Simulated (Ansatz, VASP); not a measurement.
## CdSe: VASP beside Ansatz

```xyz
4
Lattice="4.3215 0.0000 0.0000 -2.1608 3.7425 0.0000 0.0000 0.0000 7.0200" Properties=species:S:1:pos:R:3 pbc="T T T"
Cd    0.0000    2.4950    0.0000
Cd    2.1608    1.2475    3.5100
Se    0.0000    2.4950    2.7027
Se    2.1608    1.2475    6.2127
```

Alike in both runs: task single point; functional r2SCAN; k mesh 5 × 5 × 3; occupations fermi-dirac, width 0.02 eV; no spin polarisation.

|  | VASP | Ansatz |
| --- | --- | --- |
| version | VASP 6.6.1 | Ansatz 0.2.0 |
| potentials or method | VASP PAW PBE potentials, release 64 (Cd, Se), cutoff 550 eV | plane waves, PAW |
| valence electrons in the cell | 36 | 72 |

VASP gave:

| Quantity | Value |
| --- | --- |
| pressure (GPa) | 1.2 |
| traceless stress, the component that is largest in VASP (GPa) | -1.07 |

Question: Estimate Ansatz's values.

Answer: Pressure (GPa): 1.0; traceless stress, the component that is largest in VASP (GPa): -1.04.

VASP's potentials were made for PBE, not for r2SCAN. VASP's potentials hold 36 valence electrons a cell and Ansatz's 72, so a difference there can come from the potentials and not from the codes.
